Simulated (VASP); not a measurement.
# MgGeSb2 (P-4m2) in VASP: settings compared

MgGeSb2 is run at these levels: PBE, r2SCAN; tasks: single point, relaxation of cell and atoms.

Program: VASP 6.6.1. These are calculated values, not measurements. Logs are shortened: lines on timing, memory, paths and dates and some standing lists are left out, and cuts for length are marked.

## Step 1: The cell of the first run

It takes space group P-4m2 (No. 115, tetragonal). The conventional cell has a = 4.466 Å, b = 4.466 Å, c = 6.511 Å, α = 90.00°, β = 90.00°, γ = 90.00°. Mg (site symmetry -4m2) has 4 Sb at 2.80 Å within 3.7 Å. Sb (site symmetry 2mm) has 2 Ge at 2.73 Å and 2 Mg at 2.80 Å within 3.6 Å. Within 3.6 Å of Ge (site symmetry -4m2) lie 4 Sb at 2.73 Å.

## Step 2: Single point, PBE

File INCAR:

```
PREC = Accurate ; ENCUT = 520
EDIFF = 1E-6 ; ISMEAR = -1
SIGMA = 0.02 ; LREAL = F
LASPH = T ; NELM = 100
ALGO = Normal ; ISIF = 2
LWAVE = F ; LCHARG = F
GGA = PE ; NBANDS = 21
```

File KPOINTS:

```
regular mesh
0
Gamma
  6 6 4
```

File POSCAR:

```
MgGeSb2
1.0
    4.4660198782      0.0000000000      0.0000000000
    0.0000000000      4.4660198782      0.0000000000
    0.0000000000      0.0000000000      6.5110127458
Mg Sb Ge
1 2 1
Direct
    0.0000000000      0.0000000000      0.0000000000
    0.0000000000      0.5000000000      0.2589925185
    0.5000000000      0.0000000000      0.7410074815
    0.5000000000      0.5000000000      0.5000000000
```

Potentials or basis: VASP PAW PBE potentials, release 64 (Mg, Sb, Ge_d).

The run is started by

```console
$ cat potpaw_PBE.64/Mg/POTCAR potpaw_PBE.64/Sb/POTCAR potpaw_PBE.64/Ge_d/POTCAR > POTCAR
$ mpirun -np 1 vasp_std > vasp.out
```

OUTCAR:

```text
PREC = Accurate
   ENCUT = 520
   EDIFF = 1E-6
   ISMEAR = -1
   LREAL = F
   LASPH = T
   NELM = 100
   ISIF = 2
   GGA = PE

 ion  position               nearest neighbor table
   1  0.000  0.000  0.000-   2 2.80   3 2.80   2 2.80   3 2.80
   2  0.000  0.500  0.259-   4 2.73   4 2.73   1 2.80   1 2.80
   3  0.500  0.000  0.741-   4 2.73   4 2.73   1 2.80   1 2.80
   4  0.500  0.500  0.500-   2 2.73   3 2.73   3 2.73   2 2.73

  LATTYP: Found a simple tetragonal cell.
 ALAT       =     4.4660198782
 C/A-ratio  =     1.4579005296

  Lattice vectors:

 A1 = (   4.4660198782,   0.0000000000,   0.0000000000)
 A2 = (   0.0000000000,   4.4660198782,   0.0000000000)
 A3 = (   0.0000000000,   0.0000000000,   6.5110127458)

Analysis of symmetry for initial positions (statically):
=====================================================================
 Subroutine PRICEL returns:
 Original cell was already a primitive cell.

 Routine SETGRP: Setting up the symmetry group for a
 simple tetragonal supercell.

 Subroutine GETGRP returns: Found  8 space group operations
 (whereof  8 operations were pure point group operations)
 out of a pool of 16 trial point group operations.

The static configuration has the point symmetry D_2d.

Analysis of symmetry for dynamics (positions and initial velocities):
=====================================================================
 Subroutine PRICEL returns:
 Original cell was already a primitive cell.

 Routine SETGRP: Setting up the symmetry group for a
 simple tetragonal supercell.

 Subroutine GETGRP returns: Found  8 space group operations
 (whereof  8 operations were pure point group operations)
 out of a pool of 16 trial point group operations.

The dynamic configuration has the point symmetry D_2d.

 Subroutine INISYM returns: Found  8 space group operations
 (whereof  8 operations are pure point group operations),
 and found     1 'primitive' translations

----------------------------------------------------------------------------------------

                                     Primitive cell

  volume of cell :     129.8643

  direct lattice vectors                    reciprocal lattice vectors
[... 80 lines left out ...]
   NGXF,Y,Z  is equivalent  to a cutoff of  26.80, 26.80, 24.51 a.u.
 SYSTEM =  unknown system
   PREC   = accura    normal or accurate (medium, high low for compatibility)
   ISTART =      0    job   : 0-new  1-cont  2-samecut
   ICHARG =      2    charge: 1-file 2-atom 10-const
   ISPIN  =      1    spin polarized calculation?
   LNONCOLLINEAR =      F non collinear calculations
   LSORBIT =      F    spin-orbit coupling
   LASPH  =      T    aspherical Exc in radial PAW
   ENCUT  =  520.0 eV  38.22 Ry    6.18 a.u.   8.30  8.30 12.11*2*pi/ulx,y,z
   NELM   =    100;   NELMIN=  2; NELMDL= -5     # of ELM steps
   EDIFF  = 0.1E-05   stopping-criterion for ELM
   LREAL  =      F    real-space projection
   EDIFFG = 0.1E-04   stopping-criterion for IOM
   NSW    =      0    number of steps for IOM
   IBRION =     -1    ionic relax: 0-MD 1-quasi-New 2-CG
   NFREE  =      0    steps in history (QN), initial steepest desc. (CG)
   ISIF   =      2    stress and relaxation
   ISYM   =      2    0-nonsym 1-usesym 2-fastsym
   POTIM  = 0.5000    time-step for ionic-motion
   TEBEG  =    0.0;   TEEND  =   0.0 temperature during run
   PSTRESS=    0.0 pullay stress
   NELECT =      26.0000    total number of electrons
   NUPDOWN=      -1.0000    fix difference up-down
   EMIN   =  10.00;   EMAX   =-10.00  energy-range for DOS
   EFERMI =   0.00;   METHOD = LEGACY
   ISMEAR =    -1;   SIGMA  =   0.02  broadening in eV -4-tet -1-fermi 0-gaus
   EFERMI_NEDOS =   21; number of points for ismear=-14 and -15
   IALGO  =     38    algorithm
   IMIX   =      4    mixing-type and parameters
     AMIX     =   0.40;   BMIX     =  1.00
     AMIX_MAG =   1.60;   BMIX_MAG =  1.00
  volume/ion in A,a.u.               =      32.47       219.09
  Fermi-wavevector in a.u.,A,eV,Ry     =   0.957714  1.809818 12.479492  0.917217
  Thomas-Fermi vector in A             =   2.086757
   LORBIT       =      0    0 simple, 1 ext, 2 COOP (PROOUT), +10 PAW based schemes
   GGA     = PE    functional components
   LHFCALC =     F    Hartree Fock is set to
   AEXX    =    0.0000 exact exchange contribution
   IVDW    =     0    specifies the selected vdW correction
   LEPSILON=     F    determine dielectric tensor
   LRPA    =     F    only Hartree local field effects (RPA)
 non-spin polarized calculation
  energy-cutoff  :      520.00
  volume of cell :      129.86
 maximum number of plane-waves:      3528
 NGX is ok and might be reduce to    36
   NGX = 17   NGY = 17   NGZ = 25

 number of electron      25.9999986 magnetization

 Free energy of the ion-electron system (eV)
  ---------------------------------------------------
  ext. energy  EPLUGINS =         0.00000000
  ---------------------------------------------------
  free energy    TOTEN  =       -14.39566400 eV

  energy without entropy =      -14.39406770  energy(sigma->0) =      -14.39486585

 E-fermi :   3.6406     XC(G=0):  -8.3325

 val. band max:        3.6367994532   @ k =   0.1667   0.0000   0.0000
 cond. band min:       3.6749955037   @ k =   0.0000   0.0000   0.0000
 fundamental gap:      0.0381960505
 Fermi energy:         3.6406016727

 k-point     1 :       0.0000    0.0000    0.0000
  band No.  band energies     occupation
      1     -21.3266      2.00000
      2     -21.3266      2.00000
      3     -21.3241      2.00000
      4     -21.3191      2.00000
      5     -21.3075      2.00000
      6      -7.5400      2.00000
[... 565 lines left out ...]
     20       9.8787      0.00000
     21      10.0421      0.00000

 [... further k-points ...]
[... 5 lines left out ...]
  --------------------------------------------------------------------------------------
  -------------------------------------------------------------------------------------
  Total        0.0250971      0.0250971      0.0561144      0.0000000      0.0000000      0.0000000
  in kB        0.3096305      0.3096305      0.6923013      0.0000000      0.0000000      0.0000000
  external PRESSURE =       0.4371874 kB  Pullay stress =       0.0000000 kB

 VOLUME and BASIS-vectors are now :
 -----------------------------------------------------------------------------
  energy-cutoff  :      520.00
  volume of cell :      129.86
      direct lattice vectors                 reciprocal lattice vectors
     4.466019878  0.000000000  0.000000000     0.223913020  0.000000000  0.000000000
     0.000000000  4.466019878  0.000000000     0.000000000  0.223913020  0.000000000
     0.000000000  0.000000000  6.511012746     0.000000000  0.000000000  0.153585938

 POSITION                                       TOTAL-FORCE (eV/Angst)
 -----------------------------------------------------------------------------------
      0.00000      0.00000      0.00000         0.000000     -0.000000      0.000000
      0.00000      2.23301      1.68630        -0.000000      0.000000     -0.010695
      2.23301      0.00000      4.82471         0.000000      0.000000      0.010695
      2.23301      2.23301      3.25551         0.000000      0.000000      0.000000
 -----------------------------------------------------------------------------------
    total drift:                                0.000000      0.000000      0.000000

  FREE ENERGIE OF THE ION-ELECTRON SYSTEM (eV)
  ---------------------------------------------------
  free  energy   TOTEN  =       -14.3956639953 eV

  energy  without entropy=      -14.3940677042  energy(sigma->0) =      -14.39486585
```

stdout:

```text
POSCAR found type information on POSCAR MgSbGe
 POSCAR found :  3 types and       4 ions
 scaLAPACK will be used
 LDA part: xc-table for (Slater+PW92), standard interpolation
 POSCAR, INCAR and KPOINTS ok, starting setup
 FFT: planning ... GRIDC
 FFT: planning ... GRID_SOFT
 FFT: planning ... GRID
 WAVECAR not read
 entering main loop
```

Wall time 42 s (1 thread of Intel Xeon Platinum 8488C (Sapphire Rapids), shared host); peak memory 0.29 GiB.

Results:

```yaml
Free_energy: -14.3957 eV
Pressure: 0.0 GPa
Largest_force: 0.011 eV/Å
Band_gap_on_the_k_mesh: zero (band 13 reaches 3.67 eV, above the bottom of band 14 at 3.41 eV)
```

Forces on the atoms (eV/Å):
```
Mg   0.000  0.000  0.000
Sb   0.000  0.000 -0.011
Sb   0.000  0.000  0.011
Ge   0.000  0.000  0.000
```

Caveat: spin-orbit coupling is left out, which moves the levels of the heavy elements.

## Step 3: Relaxation of cell and atoms, PBE

This run uses another cell than the first one, of 28.97 Å³/atom, 0.892 times its volume.

File INCAR:

```
PREC = Accurate ; ENCUT = 600
EDIFF = 1E-6 ; ISMEAR = -1
SIGMA = 0.02 ; LREAL = False
LASPH = True ; NELM = 100
ALGO = Normal ; ISIF = 3
LWAVE = False ; LCHARG = False
GGA = PE ; IBRION = 2
NSW = 80 ; EDIFFG = -0.005
```

KPOINTS is that of step 2.

File POSCAR:

```
MgGeSb2
1.0
    4.3435985112      0.0000000000      0.0000000000
    0.0000000000      4.3435985112      0.0000000000
    0.0000000000      0.0000000000      6.1427759241
Mg Sb Ge
1 2 1
Direct
    0.0000000000      0.0000000000      0.0000000000
    0.0000000000      0.5000000000      0.2500000000
    0.5000000000      0.0000000000      0.7500000000
    0.5000000000      0.5000000000      0.5000000000
```

Potentials or basis: VASP PAW PBE potentials, release 64 (Mg, Sb, Ge_d).

The run is started by

```console
$ cat potpaw_PBE.64/Mg/POTCAR potpaw_PBE.64/Sb/POTCAR potpaw_PBE.64/Ge_d/POTCAR > POTCAR
$ mpirun -np 1 vasp_std > vasp.out
```

It took 4.6 min on 1 thread of Intel Xeon Platinum 8488C (Sapphire Rapids), shared host; peak memory 0.32 GiB.

It converged, with:

```
Free energy                            : -14.3956 eV
Relaxed volume                         : 32.51 Å³/atom
Relaxed cell                           : a = 4.467 Å, b = 4.467 Å, c = 6.518 Å, α = 90.00°, β = 90.00°, γ = 90.00°
Space group after relaxing (to 0.05 Å) : P-4m2 (No. 115)
Energy gained by relaxing              : 62.9 meV/atom
Ionic steps                            : 14
Pressure after relaxing                : 0.0 GPa
Band gap on the k mesh                 : zero (band 13 reaches 3.66 eV, above the bottom of band 14 at 3.40 eV)
```

The path:
```
step  energy change (eV)  largest force (eV/Å)  pressure (GPa)  volume (Å³)
   1              0.0000                0.3698            5.73       115.89
   2             -0.2239                0.2601           -1.13       134.15
   3             -0.2372                0.2801           -0.06       130.21
   4             -0.2371                0.2785           -0.14       130.51
   5             -0.2438                0.1750           -0.12       130.43
   6             -0.2491                0.0087           -0.05       130.28
   7             -0.2492                0.0317           -0.04       130.26
   8             -0.2508                0.0208            0.01       130.04
   9             -0.2515                0.0103            0.06       129.82
  10             -0.2515                0.0056            0.09       129.73
  11             -0.2515                0.0065           -0.06       130.30
  12             -0.2516                0.0001            0.05       129.99
  13             -0.2516                0.0025           -0.04       130.11
  14             -0.2516                0.0014            0.01       130.05
```

Final structure:
```
Mg Sb Ge
1.0
     4.46687    0.00000    0.00000
     0.00000    4.46687    0.00000
     0.00000    0.00000    6.51781
Mg Sb Ge
1 2 1
Direct
  0.00000 0.00000 0.00000
  0.00000 0.50000 0.25885
  0.50000 0.00000 0.74115
  0.50000 0.50000 0.50000
```

Levels at points of the mesh, in eV from the Fermi level:
```tsv
k point	band 9	band 10	band 11	band 12	band 13	band 14	band 15	band 16	band 17
(0.00, 0.00, 0.00)	-2.52	-2.52	-0.84	-0.45	0.03	0.03	0.83	2.67	2.77
(0.50, 0.00, 0.00)	-3.02	-2.96	-2.89	-1.97	-0.27	0.62	3.31	3.33	3.55
(0.50, 0.50, 0.00)	-3.50	-3.19	-2.41	-2.41	-1.39	0.21	1.30	1.30	2.50
(0.00, 0.00, 0.50)	-2.58	-2.32	-2.32	-0.62	-0.62	0.55	0.79	3.25	3.82
(0.50, 0.00, 0.50)	-4.27	-1.94	-1.69	-0.90	-0.57	-0.23	2.20	2.85	2.93
(0.50, 0.50, 0.50)	-3.60	-3.05	-2.76	-2.76	-2.31	2.16	3.50	3.53	3.53
```

Caveat: spin-orbit coupling is left out, which moves the levels of the heavy elements.

(Part 1 of 2 ends here.)
